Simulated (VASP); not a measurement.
# TaC (Fm-3m) in VASP: settings compared

The runs below take TaC through single point, relaxation of cell and atoms, with PBE, PBE+D3(BJ), revPBE+D3(BJ).

All numbers are computed with VASP 6.6.1; they aren't measurements. Logs are shortened: lines on timing, memory, paths and dates and some standing lists are left out, and cuts for length are marked.

## 1. The cell of the first run

Symmetry: Fm-3m, No. 225, cubic system. Conventional cell: a = 4.476 Å, b = 4.476 Å, c = 4.476 Å, α = 90.00°, β = 90.00°, γ = 90.00°. Within 3.0 Å of Ta (site symmetry m-3m) lie 6 C at 2.24 Å. Within 3.0 Å of C (site symmetry m-3m) lie 6 Ta at 2.24 Å.

## 2. Single point, PBE

INCAR

```
  PREC = Accurate
  ENCUT = 600
  EDIFF = 1E-6
  ISMEAR = -1
  SIGMA = 0.1
  LREAL = F
  LASPH = T
  NELM = 120
  ALGO = Normal
  ISIF = 2
  LWAVE = F
  LCHARG = T
  GGA = PE
  LELF = T
  LVHAR = T
  NBANDS = 14
  GGA_COMPAT = F
```

KPOINTS

```
Automatic mesh
0
Gamma
  13 13 13
```

POSCAR

```
TaC
1.0
    0.0000000000      2.2377500297      2.2377500297
    2.2377500297      0.0000000000      2.2377500297
    2.2377500297      2.2377500297      0.0000000000
Ta C
1 1
Direct
    0.0000000000      0.0000000000      0.0000000000
    0.5000000000      0.5000000000      0.5000000000
```

Potentials or basis: VASP PAW PBE potentials, release 64 (Ta_pv, C).

The run is started by

```sh
> cat potpaw_PBE.64/Ta_pv/POTCAR potpaw_PBE.64/C/POTCAR > POTCAR
> mpirun -np 1 vasp_std > vasp.out
```

OUTCAR:

```text
PREC = Accurate
   ENCUT = 600
   EDIFF = 1E-6
   ISMEAR = -1
   LREAL = F
   LASPH = T
   NELM = 120
   ISIF = 2
   GGA = PE

 ion  position               nearest neighbor table
   1  0.000  0.000  0.000-   2 2.24   2 2.24   2 2.24   2 2.24   2 2.24   2 2.24
   2  0.500  0.500  0.500-   1 2.24   1 2.24   1 2.24   1 2.24   1 2.24   1 2.24

  LATTYP: Found a face centered cubic cell.
 ALAT       =     4.4755000594

  Lattice vectors:

 A1 = (   0.0000000000,   2.2377500297,   2.2377500297)
 A2 = (   2.2377500297,   0.0000000000,   2.2377500297)
 A3 = (   2.2377500297,   2.2377500297,   0.0000000000)

Analysis of symmetry for initial positions (statically):
=====================================================================
 Subroutine PRICEL returns:
 Original cell was already a primitive cell.

 Routine SETGRP: Setting up the symmetry group for a
 face centered cubic supercell.

 Subroutine GETGRP returns: Found 48 space group operations
 (whereof 48 operations were pure point group operations)
 out of a pool of 48 trial point group operations.

The static configuration has the point symmetry O_h .

Analysis of symmetry for dynamics (positions and initial velocities):
=====================================================================
 Subroutine PRICEL returns:
 Original cell was already a primitive cell.

 Routine SETGRP: Setting up the symmetry group for a
 face centered cubic supercell.

 Subroutine GETGRP returns: Found 48 space group operations
 (whereof 48 operations were pure point group operations)
 out of a pool of 48 trial point group operations.

The dynamic configuration has the point symmetry O_h .

 Subroutine INISYM returns: Found 48 space group operations
 (whereof 48 operations are pure point group operations),
 and found     1 'primitive' translations

----------------------------------------------------------------------------------------

                                     Primitive cell

  volume of cell :      22.4112

  direct lattice vectors                    reciprocal lattice vectors
     0.000000000  2.237750030  2.237750030    -0.223438719  0.223438719  0.223438719
     2.237750030  0.000000000  2.237750030     0.223438719 -0.223438719  0.223438719
     2.237750030  2.237750030  0.000000000     0.223438719  0.223438719 -0.223438719

  length of vectors
     3.164656441  3.164656441  3.164656441     0.387007214  0.387007214  0.387007214

  position of ions in fractional coordinates (direct lattice)
     0.000000000  0.000000000  0.000000000
     0.500000000  0.500000000  0.500000000

  ion indices of the primitive-cell ions
   primitive index   ion index
                 1           1
                 2           2

----------------------------------------------------------------------------------------

 KPOINTS: Automatic mesh

Automatic generation of k-mesh.
 Grid dimensions read from file:
 generate k-points for:   13   13   13

 Generating k-lattice:

  Cartesian coordinates                     Fractional coordinates (reciprocal lattice)
    -0.017187594  0.017187594  0.017187594     0.076923077  0.000000000  0.000000000
     0.017187594 -0.017187594  0.017187594     0.000000000  0.076923077  0.000000000
     0.017187594  0.017187594 -0.017187594     0.000000000  0.000000000  0.076923077

  Length of vectors
     0.029769786  0.029769786  0.029769786

  Shift w.r.t. Gamma in fractional coordinates (k-lattice)
     0.000000000  0.000000000  0.000000000

 Subroutine IBZKPT returns following result:
 ===========================================

 Found     84 irreducible k-points:

 Following reciprocal coordinates:
            Coordinates               Weight
  0.000000  0.000000  0.000000      1.000000
  0.076923  0.000000  0.000000      8.000000
  0.153846  0.000000  0.000000      8.000000
  0.230769  0.000000  0.000000      8.000000
  0.307692  0.000000  0.000000      8.000000
  0.384615  0.000000  0.000000      8.000000
[... 16 lines left out ...]
  0.384615  0.153846  0.000000     24.000000
  0.461538  0.153846  0.000000     24.000000
 [... further k-points ...]
   k-points           NKPTS =     84   k-points in BZ     NKDIM =     84   number of bands    NBANDS=     14
   number of dos      NEDOS =    301   number of ions     NIONS =      2
   total plane-waves  NPLWV =  21952
   dimension x,y,z NGX =    28 NGY =   28 NGZ =   28
   dimension x,y,z NGXF=    56 NGYF=   56 NGZF=   56
   ions per type =               1   1
   NGX,Y,Z   is equivalent  to a cutoff of  14.71, 14.71, 14.71 a.u.
   NGXF,Y,Z  is equivalent  to a cutoff of  29.42, 29.42, 29.42 a.u.
 SYSTEM =  unknown system
   PREC   = accura    normal or accurate (medium, high low for compatibility)
   ISTART =      0    job   : 0-new  1-cont  2-samecut
   ICHARG =      2    charge: 1-file 2-atom 10-const
   ISPIN  =      1    spin polarized calculation?
   LNONCOLLINEAR =      F non collinear calculations
   LSORBIT =      F    spin-orbit coupling
   LASPH  =      T    aspherical Exc in radial PAW
   ENCUT  =  600.0 eV  44.10 Ry    6.64 a.u.   6.32  6.32  6.32*2*pi/ulx,y,z
   NELM   =    120;   NELMIN=  2; NELMDL= -5     # of ELM steps
   EDIFF  = 0.1E-05   stopping-criterion for ELM
   LREAL  =      F    real-space projection
   EDIFFG = 0.1E-04   stopping-criterion for IOM
   NSW    =      0    number of steps for IOM
   IBRION =     -1    ionic relax: 0-MD 1-quasi-New 2-CG
   NFREE  =      0    steps in history (QN), initial steepest desc. (CG)
   ISIF   =      2    stress and relaxation
   ISYM   =      2    0-nonsym 1-usesym 2-fastsym
   POTIM  = 0.5000    time-step for ionic-motion
   TEBEG  =    0.0;   TEEND  =   0.0 temperature during run
   PSTRESS=    0.0 pullay stress
   NELECT =      15.0000    total number of electrons
   NUPDOWN=      -1.0000    fix difference up-down
   EMIN   =  10.00;   EMAX   =-10.00  energy-range for DOS
   EFERMI =   0.00;   METHOD = LEGACY
   ISMEAR =    -1;   SIGMA  =   0.10  broadening in eV -4-tet -1-fermi 0-gaus
   EFERMI_NEDOS =   21; number of points for ismear=-14 and -15
   IALGO  =     38    algorithm
   IMIX   =      4    mixing-type and parameters
     AMIX     =   0.40;   BMIX     =  1.00
     AMIX_MAG =   1.60;   BMIX_MAG =  1.00
  volume/ion in A,a.u.               =      11.21        75.62
  Fermi-wavevector in a.u.,A,eV,Ry     =   1.432024  2.706133 27.901375  2.050693
  Thomas-Fermi vector in A             =   2.551697
   LORBIT       =      0    0 simple, 1 ext, 2 COOP (PROOUT), +10 PAW based schemes
   GGA     = PE    functional components
   LHFCALC =     F    Hartree Fock is set to
   AEXX    =    0.0000 exact exchange contribution
   IVDW    =     0    specifies the selected vdW correction
   LEPSILON=     F    determine dielectric tensor
   LRPA    =     F    only Hartree local field effects (RPA)
 non-spin polarized calculation
  energy-cutoff  :      600.00
  volume of cell :       22.41
 maximum number of plane-waves:       763
 NGX is ok and might be reduce to    28
   NGX = 13   NGY = 13   NGZ = 13

 number of electron      15.0000000 magnetization

 Free energy of the ion-electron system (eV)
  ---------------------------------------------------
  ext. energy  EPLUGINS =         0.00000000
  ---------------------------------------------------
  free energy    TOTEN  =       -22.21653770 eV

  energy without entropy =      -22.19921125  energy(sigma->0) =      -22.20787448

 E-fermi :   8.2742     XC(G=0): -13.1310

 val. band max:        8.2516906468   @ k =   0.0769   0.0000   0.0000
 cond. band min:       8.3467079803   @ k =  -0.2308   0.0769   0.0000
 fundamental gap:      0.0950173335
 Fermi energy:         8.2742316688

 k-point     1 :       0.0000    0.0000    0.0000
  band No.  band energies     occupation
      1     -26.8524      2.00000
      2     -26.8524      2.00000
      3     -26.8524      2.00000
      4      -6.4649      2.00000
      5       6.9490      2.00000
      6       6.9490      2.00000
      7       6.9490      2.00000
      8       7.7867      1.98485
      9       7.7867      1.98485
     10       7.7867      1.98485
     11       8.8966      0.00396
     12       8.8966      0.00396
     13      14.6725      0.00000
     14      18.2928      0.00000

 k-point     2 :       0.0769    0.0000    0.0000
  band No.  band energies     occupation
      1     -26.8935      2.00000
      2     -26.8565      2.00000
      3     -26.8565      2.00000
      4      -6.3013      2.00000
      5       6.1309      2.00000
      6       6.5166      2.00000
      7       6.5166      2.00000
      8       7.4257      1.99959
      9       7.4257      1.99959
     10       8.2517      1.11223
     11      10.0163      0.00000
     12      10.0163      0.00000
     13      14.9989      0.00000
     14      18.7064      0.00000

 k-point     3 :       0.1538    0.0000    0.0000
  band No.  band energies     occupation
      1     -27.0058      2.00000
      2     -26.8680      2.00000
      3     -26.8680      2.00000
      4      -5.8291      2.00000
      5       4.8101      2.00000
      6       5.4135      2.00000
      7       5.4135      2.00000
      8       7.7890      1.98450
      9       7.7890      1.98450
     10       8.7157      0.02390
     11      11.7097      0.00000
     12      11.7097      0.00000
     13      15.7887      0.00000
     14      19.7891      0.00000
[... 324 lines left out ...]
 k-point    23 :       0.3846    0.1538    0.0000
  band No.  band energies     occupation
      1     -27.3503      2.00000
      2     -26.9687      2.00000
      3     -26.9615      2.00000
      4      -3.7856      2.00000
      5       1.5317      2.00000
      6       3.4703      2.00000
      7       4.1477      2.00000
      8       7.8321      1.97625
      9      10.7466      0.00000
     10      11.3478      0.00000
     11      13.9692      0.00000
     12      15.5634      0.00000
     13      18.1824      0.00000
     14      20.8355      0.00000

 k-point    24 :       0.4615    0.1538    0.0000
  band No.  band energies     occupation
      1     -27.4397      2.00000
      2     -26.9988      2.00000
      3     -26.9636      2.00000
      4      -3.0639      2.00000
      5       0.8053      2.00000
      6       3.1383      2.00000
      7       3.5925      2.00000
      8       8.7292      0.02092
      9      11.1693      0.00000
     10      11.7802      0.00000
     11      15.3834      0.00000
     12      15.4295      0.00000
     13      18.1995      0.00000
     14      20.3265      0.00000

 [... further k-points ...]

------------------------ aborting loop because EDIFF is reached ----------------------------------------

  FORCE on cell =-STRESS in cart. coord.  units (eV):
  Direction    XX          YY          ZZ          XY          YZ          ZX
  --------------------------------------------------------------------------------------
  -------------------------------------------------------------------------------------
  Total        0.0846255      0.0846255      0.0846255      0.0000000      0.0000000      0.0000000
  in kB        6.0498833      6.0498833      6.0498833      0.0000000      0.0000000      0.0000000
  external PRESSURE =       6.0498833 kB  Pullay stress =       0.0000000 kB

 VOLUME and BASIS-vectors are now :
 -----------------------------------------------------------------------------
  energy-cutoff  :      600.00
  volume of cell :       22.41
      direct lattice vectors                 reciprocal lattice vectors
     0.000000000  2.237750030  2.237750030    -0.223438719  0.223438719  0.223438719
     2.237750030  0.000000000  2.237750030     0.223438719 -0.223438719  0.223438719
     2.237750030  2.237750030  0.000000000     0.223438719  0.223438719 -0.223438719

 POSITION                                       TOTAL-FORCE (eV/Angst)
 -----------------------------------------------------------------------------------
      0.00000      0.00000      0.00000        -0.000000      0.000000     -0.000000
      2.23775      2.23775      2.23775         0.000000     -0.000000      0.000000
 -----------------------------------------------------------------------------------
    total drift:                                0.000000      0.000000      0.000000

  FREE ENERGIE OF THE ION-ELECTRON SYSTEM (eV)
  ---------------------------------------------------
  free  energy   TOTEN  =       -22.2165376973 eV

  energy  without entropy=      -22.1992112537  energy(sigma->0) =      -22.20787448
```

Run time: 51 s. Hardware: 1 thread of Intel Xeon 8259CL, shared host; peak memory 0.18 GiB.

Results:

- Free energy: -22.2165 eV
- Pressure: 0.6 GPa
- Band gap on the k mesh: zero (an odd number of electrons rules out a gap without spin polarisation)

Caveat: spin-orbit coupling is left out, which moves the levels of the heavy elements; an odd number of electrons without spin polarisation forces a metal; a magnetic or distorted state may lie lower.

## 3. Relaxation of cell and atoms, PBE+D3(BJ)

This run uses another cell than the first one, of 10.99 Å³/atom.

INCAR

```
PREC     = Accurate       # precision mode
ENCUT    = 600            # plane-wave cutoff, eV
EDIFF    = 1E-7           # SCF threshold, eV
ISMEAR   = -1             # smearing method
SIGMA    = 0.1            # smearing width, eV
LREAL    = F              # projectors in reciprocal space
LASPH    = T              # aspherical terms in the spheres
NELM     = 120            # most SCF steps
ALGO     = Normal         # electronic algorithm
ISIF     = 3              # what is computed and relaxed
LWAVE    = F              # write WAVECAR
LCHARG   = F              # write CHGCAR
GGA      = PE             # functional
IVDW     = 12             # dispersion correction
IBRION   = 2              # ionic algorithm
NSW      = 80             # ionic steps
EDIFFG   = -0.01          # ionic threshold
GGA_COMPAT= F            
NELMIN   = 4
```

KPOINTS is that of step 2.

POSCAR

```
TaC
1.0
    0.0000000000      2.2230000000      2.2230000000
    2.2230000000      0.0000000000      2.2230000000
    2.2230000000      2.2230000000      0.0000000000
Ta C
1 1
Direct
    0.0000000000      0.0000000000      0.0000000000
    0.5000000000      0.5000000000      0.5000000000
```

Potentials or basis: VASP PAW PBE potentials, release 64 (Ta_pv, C).

The run is started by

```sh
> cat potpaw_PBE.64/Ta_pv/POTCAR potpaw_PBE.64/C/POTCAR > POTCAR
> mpirun -np 1 vasp_std > vasp.out
```

It took 75 s on 1 thread of Intel Xeon 8259CL, shared host; peak memory 0.19 GiB.

It converged, with:

```
Free energy                           : -23.1309 eV
Relaxed volume                        : 11.00 Å³/atom
Relaxed cell                          : a = 3.145 Å, b = 3.145 Å, c = 3.145 Å, α = 60.00°, β = 60.00°, γ = 60.00°
Space group after relaxing (to 0.1 Å) : Fm-3m (No. 225)
Energy gained by relaxing             : 0.0 meV/atom
Ionic steps                           : 3
Pressure after relaxing               : 0.0 GPa
Band gap on the k mesh                : zero (an odd number of electrons rules out a gap without spin polarisation)
Dispersion energy per atom            : -0.462 eV
```

Final structure:
```xyz
2
Lattice="0.0000 2.2237 2.2237 2.2237 0.0000 2.2237 2.2237 2.2237 0.0000" Properties=species:S:1:pos:R:3 pbc="T T T"
Ta    0.0000    0.0000    0.0000
C     2.2237    2.2237    2.2237
```

Levels at points of the mesh, in eV from the Fermi level:
```
           k point  band 4  band 5  band 6  band 7  band 8  band 9  band 10  band 11
(0.00, 0.00, 0.00)  -14.87   -1.36   -1.36   -1.36   -0.50   -0.50    -0.50     0.64
```

Caveat: spin-orbit coupling is left out, which moves the levels of the heavy elements; an odd number of electrons without spin polarisation forces a metal; a magnetic or distorted state may lie lower.

[end of part 1 of 2]

The gap in the log of VASP goes by the Fermi energy; the results here count the filled bands.